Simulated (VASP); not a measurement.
# RbCl (Fm-3m) in VASP: notebook

The runs below take RbCl through single point, with PBE.

Program: VASP 6.6.1. These are calculated values, not measurements. Logs are shortened: lines on timing, memory, paths and dates and some standing lists are left out, and cuts for length are marked.

### Step 1. The cell of the first run

Symmetry: Fm-3m, No. 225, cubic system. Conventional cell: a = 6.494 Å, b = 6.494 Å, c = 6.494 Å, α = 90.00°, β = 90.00°, γ = 90.00°. Rb (site symmetry m-3m) has 6 Cl at 3.25 Å within 4.3 Å. Cl (site symmetry m-3m) has 6 Rb at 3.25 Å within 4.3 Å.

### Step 2. Single point, PBE (Li replaced by Rb, lengths x 1.240, strained)

The input, INCAR:

```
PREC = Accurate
ENCUT = 500
EDIFF = 1E-6
ISMEAR = 0
SIGMA = 0.1
LREAL = False
LASPH = True
NELM = 120
ALGO = Normal
ISIF = 2
LWAVE = False
LCHARG = False
GGA = PE
NBANDS = 15
GGA_COMPAT = False
```

The input, KPOINTS:

```
Automatic mesh
0
Gamma
  6 6 6
```

The input, POSCAR:

```
RbCl
1.0
    0.0000000000      3.2468979323      3.2468979323
    3.2468979323      0.0000000000      3.2468979323
    3.2468979323      3.2468979323      0.0000000000
Rb Cl
1 1
Direct
    0.0000000000      0.0000000000      0.0000000000
    0.5000000000      0.5000000000      0.5000000000
```

Potentials or basis: VASP PAW PBE potentials, release 64 (Rb_sv, Cl).

Run with:

```console
$ cat potpaw_PBE.64/Rb_sv/POTCAR potpaw_PBE.64/Cl/POTCAR > POTCAR
$ mpirun -np 1 vasp_std > vasp.out
```

OUTCAR:

```text
PREC = Accurate
   ENCUT = 500
   EDIFF = 1E-6
   ISMEAR = 0
   LREAL = False
   LASPH = True
   NELM = 120
   ISIF = 2
   GGA = PE

 ion  position               nearest neighbor table
   1  0.000  0.000  0.000-   2 3.25   2 3.25   2 3.25   2 3.25   2 3.25   2 3.25
   2  0.500  0.500  0.500-   1 3.25   1 3.25   1 3.25   1 3.25   1 3.25   1 3.25

  LATTYP: Found a face centered cubic cell.
 ALAT       =     6.4937958646

  Lattice vectors:

 A1 = (   0.0000000000,   3.2468979323,   3.2468979323)
 A2 = (   3.2468979323,   0.0000000000,   3.2468979323)
 A3 = (   3.2468979323,   3.2468979323,   0.0000000000)

Analysis of symmetry for initial positions (statically):
=====================================================================
 Subroutine PRICEL returns:
 Original cell was already a primitive cell.

 Routine SETGRP: Setting up the symmetry group for a
 face centered cubic supercell.

 Subroutine GETGRP returns: Found 48 space group operations
 (whereof 48 operations were pure point group operations)
 out of a pool of 48 trial point group operations.

The static configuration has the point symmetry O_h .

Analysis of symmetry for dynamics (positions and initial velocities):
=====================================================================
 Subroutine PRICEL returns:
 Original cell was already a primitive cell.

 Routine SETGRP: Setting up the symmetry group for a
 face centered cubic supercell.

 Subroutine GETGRP returns: Found 48 space group operations
 (whereof 48 operations were pure point group operations)
 out of a pool of 48 trial point group operations.

The dynamic configuration has the point symmetry O_h .

 Subroutine INISYM returns: Found 48 space group operations
 (whereof 48 operations are pure point group operations),
 and found     1 'primitive' translations

----------------------------------------------------------------------------------------

                                     Primitive cell

  volume of cell :      68.4598

  direct lattice vectors                    reciprocal lattice vectors
     0.000000000  3.246897932  3.246897932    -0.153993138  0.153993138  0.153993138
     3.246897932  0.000000000  3.246897932     0.153993138 -0.153993138  0.153993138
     3.246897932  3.246897932  0.000000000     0.153993138  0.153993138 -0.153993138

  length of vectors
     4.591807091  4.591807091  4.591807091     0.266723938  0.266723938  0.266723938

  position of ions in fractional coordinates (direct lattice)
     0.000000000  0.000000000  0.000000000
     0.500000000  0.500000000  0.500000000

  ion indices of the primitive-cell ions
[... 79 lines left out ...]
   EMIN   =  10.00;   EMAX   =-10.00  energy-range for DOS
   EFERMI =   0.00;   METHOD = LEGACY
   ISMEAR =     0;   SIGMA  =   0.10  broadening in eV -4-tet -1-fermi 0-gaus
   EFERMI_NEDOS =   21; number of points for ismear=-14 and -15
   IALGO  =     38    algorithm
   IMIX   =      4    mixing-type and parameters
     AMIX     =   0.40;   BMIX     =  1.00
     AMIX_MAG =   1.60;   BMIX_MAG =  1.00
  volume/ion in A,a.u.               =      34.23       230.99
  Fermi-wavevector in a.u.,A,eV,Ry     =   1.008408  1.905614 13.835578  1.016886
  Thomas-Fermi vector in A             =   2.141273
   LORBIT       =      0    0 simple, 1 ext, 2 COOP (PROOUT), +10 PAW based schemes
   GGA     = PE    functional components
   LHFCALC =     F    Hartree Fock is set to
   AEXX    =    0.0000 exact exchange contribution
   IVDW    =     0    specifies the selected vdW correction
   LEPSILON=     F    determine dielectric tensor
   LRPA    =     F    only Hartree local field effects (RPA)
 non-spin polarized calculation
 Gauss-broadening in eV      SIGMA  =   0.10
  energy-cutoff  :      500.00
  volume of cell :       68.46
 maximum number of plane-waves:      1807
 NGX is ok and might be reduce to    36
   NGX = 17   NGY = 17   NGZ = 17

 number of electron      16.0000000 magnetization

 Free energy of the ion-electron system (eV)
  ---------------------------------------------------
  ext. energy  EPLUGINS =         0.00000000
  ---------------------------------------------------
  free energy    TOTEN  =        -6.64249110 eV

  energy without entropy =       -6.64249110  energy(sigma->0) =       -6.64249110

 E-fermi :  -1.1942     XC(G=0):  -7.5152

 val. band max:       -1.7226390120   @ k =   0.0000   0.0000   0.0000
 cond. band min:       3.4063353978   @ k =   0.0000   0.0000   0.0000
 fundamental gap:      5.1289744099
 Fermi energy:        -1.1942485911

 k-point     1 :       0.0000    0.0000    0.0000
  band No.  band energies     occupation
      1     -25.5522      2.00000
      2     -13.7583      2.00000
      3      -9.6006      2.00000
      4      -9.6006      2.00000
      5      -9.6006      2.00000
      6      -1.7226      2.00000
      7      -1.7226      2.00000
      8      -1.7226      2.00000
      9       3.4063      0.00000
     10       6.2949      0.00000
     11       6.2949      0.00000
     12       6.2949      0.00000
     13       7.3048      0.00000
     14       7.3048      0.00000
[... 257 lines left out ...]
      2     -13.7361      2.00000
      3      -9.8547      2.00000
      4      -9.7637      2.00000
      5      -9.6174      2.00000
      6      -2.1099      2.00000
      7      -2.0042      2.00000
      8      -1.8990      2.00000
      9       5.1930      0.00000
     10       6.9552      0.00000
     11       7.2879      0.00000
     12       8.3124      0.00000
     13       9.2875      0.00000
     14      10.2257      0.00000
     15      10.8021      0.00000

------------------------ aborting loop because EDIFF is reached ----------------------------------------

  FORCE on cell =-STRESS in cart. coord.  units (eV):
  Direction    XX          YY          ZZ          XY          YZ          ZX
  --------------------------------------------------------------------------------------
  -------------------------------------------------------------------------------------
  Total        0.7155463      0.7155463      0.7155463     -0.0000000      0.0000000      0.0000000
  in kB       16.7460523     16.7460523     16.7460523     -0.0000000      0.0000000      0.0000000
  external PRESSURE =      16.7460523 kB  Pullay stress =       0.0000000 kB

 VOLUME and BASIS-vectors are now :
 -----------------------------------------------------------------------------
  energy-cutoff  :      500.00
  volume of cell :       68.46
      direct lattice vectors                 reciprocal lattice vectors
     0.000000000  3.246897932  3.246897932    -0.153993138  0.153993138  0.153993138
     3.246897932  0.000000000  3.246897932     0.153993138 -0.153993138  0.153993138
     3.246897932  3.246897932  0.000000000     0.153993138  0.153993138 -0.153993138

 POSITION                                       TOTAL-FORCE (eV/Angst)
 -----------------------------------------------------------------------------------
      0.00000      0.00000      0.00000         0.000000      0.000000     -0.000000
      3.24690      3.24690      3.24690        -0.000000     -0.000000      0.000000
 -----------------------------------------------------------------------------------
    total drift:                                0.000000      0.000000      0.000000

  FREE ENERGIE OF THE ION-ELECTRON SYSTEM (eV)
  ---------------------------------------------------
  free  energy   TOTEN  =        -6.6424910972 eV

  energy  without entropy=       -6.6424910972  energy(sigma->0) =       -6.64249110
```

It took 25 s on 1 thread of Intel Xeon 8259CL, shared host; peak memory 0.2 GiB.

What came out:

```yaml
Free_energy: -6.6425 eV
Pressure: 1.7 GPa
Band_gap_on_the_k_mesh: 5.13 eV
```

Caveat: the cell differs from its parent crystal (Li replaced by Rb, lengths x 1.240, strained).

### Step 3. Single point, PBE (Li replaced by Rb, lengths x 1.240, strained)

The input, INCAR:

```
  PREC = Accurate
  ENCUT = 500
  EDIFF = 1E-6
  ISMEAR = 0
  SIGMA = 0.02
  LREAL = F
  LASPH = T
  NELM = 120
  ALGO = Normal
  ISIF = 2
  LWAVE = F
  LCHARG = F
  GGA = PE
  NBANDS = 15
  GGA_COMPAT = F
```

The input, KPOINTS:

```
regular mesh
0
Gamma
  6 6 6
```

POSCAR is that of step 2.

Potentials or basis: VASP PAW PBE potentials, release 64 (Rb_sv, Cl).

Run with:

```console
$ cat potpaw_PBE.64/Rb_sv/POTCAR potpaw_PBE.64/Cl/POTCAR > POTCAR
$ mpirun -np 1 vasp_std > vasp.out
```

OUTCAR:

```text
PREC = Accurate
   ENCUT = 500
   EDIFF = 1E-6
   ISMEAR = 0
   LREAL = F
   LASPH = T
   NELM = 120
   ISIF = 2
   GGA = PE

 ion  position               nearest neighbor table
   1  0.000  0.000  0.000-   2 3.25   2 3.25   2 3.25   2 3.25   2 3.25   2 3.25
   2  0.500  0.500  0.500-   1 3.25   1 3.25   1 3.25   1 3.25   1 3.25   1 3.25

  LATTYP: Found a face centered cubic cell.
 ALAT       =     6.4937958646

  Lattice vectors:
[... 463 lines left out ...]
     14      10.2257      0.00000
     15      10.8021      0.00000

------------------------ aborting loop because EDIFF is reached ----------------------------------------

  FORCE on cell =-STRESS in cart. coord.  units (eV):
  Direction    XX          YY          ZZ          XY          YZ          ZX
  --------------------------------------------------------------------------------------
  -------------------------------------------------------------------------------------
  Total        0.7155463      0.7155463      0.7155463      0.0000000      0.0000000     -0.0000000
  in kB       16.7460523     16.7460523     16.7460523      0.0000000      0.0000000     -0.0000000
  external PRESSURE =      16.7460523 kB  Pullay stress =       0.0000000 kB

 VOLUME and BASIS-vectors are now :
 -----------------------------------------------------------------------------
  energy-cutoff  :      500.00
  volume of cell :       68.46
      direct lattice vectors                 reciprocal lattice vectors
     0.000000000  3.246897932  3.246897932    -0.153993138  0.153993138  0.153993138
     3.246897932  0.000000000  3.246897932     0.153993138 -0.153993138  0.153993138
     3.246897932  3.246897932  0.000000000     0.153993138  0.153993138 -0.153993138

 POSITION                                       TOTAL-FORCE (eV/Angst)
 -----------------------------------------------------------------------------------
      0.00000      0.00000      0.00000        -0.000000     -0.000000     -0.000000
      3.24690      3.24690      3.24690         0.000000      0.000000      0.000000
 -----------------------------------------------------------------------------------
    total drift:                                0.000000      0.000000      0.000000

  FREE ENERGIE OF THE ION-ELECTRON SYSTEM (eV)
  ---------------------------------------------------
  free  energy   TOTEN  =        -6.6424910972 eV

  energy  without entropy=       -6.6424910972  energy(sigma->0) =       -6.64249110
```

OSZICAR:

```text
N       E                     dE             d eps       ncg     rms          rms(c)
DAV:   1     0.796738147455E+02    0.79674E+02   -0.69414E+03   480   0.914E+02
DAV:   2    -0.181060260868E+01   -0.81484E+02   -0.72926E+02   703   0.167E+02
DAV:   3    -0.686567099902E+01   -0.50551E+01   -0.50348E+01   613   0.433E+01
DAV:   4    -0.699256333001E+01   -0.12689E+00   -0.12688E+00   741   0.662E+00
DAV:   5    -0.699326311589E+01   -0.69979E-03   -0.69978E-03   634   0.490E-01    0.337E+00
DAV:   6    -0.664773246106E+01    0.34553E+00   -0.47787E-01   585   0.348E+00    0.260E+00
DAV:   7    -0.662719722498E+01    0.20535E-01   -0.11922E-01   641   0.187E+00    0.150E+00
DAV:   8    -0.664080333286E+01   -0.13606E-01   -0.16848E-02   556   0.789E-01    0.154E-01
DAV:   9    -0.664188427828E+01   -0.10809E-02   -0.11958E-03   613   0.193E-01    0.101E-01
DAV:  10    -0.664246895765E+01   -0.58468E-03   -0.53385E-04   494   0.142E-01    0.153E-02
DAV:  11    -0.664248406754E+01   -0.15110E-04   -0.20540E-05   635   0.291E-02    0.855E-03
DAV:  12    -0.664249099128E+01   -0.69237E-05   -0.11140E-05   508   0.208E-02    0.250E-03
DAV:  13    -0.664249109724E+01   -0.10596E-06   -0.17951E-07   534   0.291E-03
   1 F= -.66424911E+01 E0= -.66424911E+01  d E =-.781692E-27
```

stdout:

```text
POSCAR found type information on POSCAR RbCl
 POSCAR found :  2 types and       2 ions
 scaLAPACK will be used
 LDA part: xc-table for (Slater+PW92), standard interpolation
 POSCAR, INCAR and KPOINTS ok, starting setup
 FFT: planning ... GRIDC
 FFT: planning ... GRID_SOFT
 FFT: planning ... GRID
 WAVECAR not read
 entering main loop
```

It took 32 s on 1 thread of Intel Xeon 8259CL, shared host; peak memory 0.2 GiB.

What came out:

| Quantity | Value |
| --- | --- |
| Free energy | -6.6425 eV |
| Pressure | 1.7 GPa |
| Band gap on the k mesh | 5.13 eV |

Caveat: the cell differs from its parent crystal (Li replaced by Rb, lengths x 1.240, strained).

### Step 4. Single point, PBE

The input, INCAR:

```
SYSTEM = RbCl
ALGO = Normal
EDIFF = 1E-6
ENCUT = 500
GGA = PE
GGA_COMPAT = .FALSE.
ISIF = 2
ISMEAR = 0
LASPH = .TRUE.
LCHARG = .FALSE.
LREAL = .FALSE.
LWAVE = .FALSE.
NBANDS = 15
NELM = 120
PREC = Accurate
SIGMA = 0.02
```

The input, KPOINTS:

```
k-points
0
G
  6 6 6
  0 0 0
```

POSCAR is that of step 3.

Run with:

```console
$ cat potpaw_PBE.64/Rb_sv/POTCAR potpaw_PBE.64/Cl/POTCAR > POTCAR
$ mpirun -np 1 vasp_std > vasp.out
```

It took 30 s on 1 thread of Intel Xeon 8259CL, shared host; peak memory 0.2 GiB.

The run converged. Its results:

- Free energy: -6.6425 eV
- Pressure: 1.7 GPa
- Band gap on the k mesh: 5.13 eV

Levels at points of the mesh, in eV from the valence-band top:
```csv
k point,band 4,band 5,band 6,band 7,band 8,band 9,band 10,band 11,band 12,band 13
"(0.00, 0.00, 0.00)",-7.88,-7.88,0.00,0.00,0.00,5.13,8.02,8.02,8.02,9.03
"(0.50, 0.00, 0.00)",-7.89,-7.84,-0.92,-0.38,-0.38,7.89,8.12,10.30,10.30,11.51
"(0.50, 0.50, 0.00)",-8.00,-8.00,-0.31,-0.10,-0.10,6.18,8.25,9.94,10.16,10.58
```
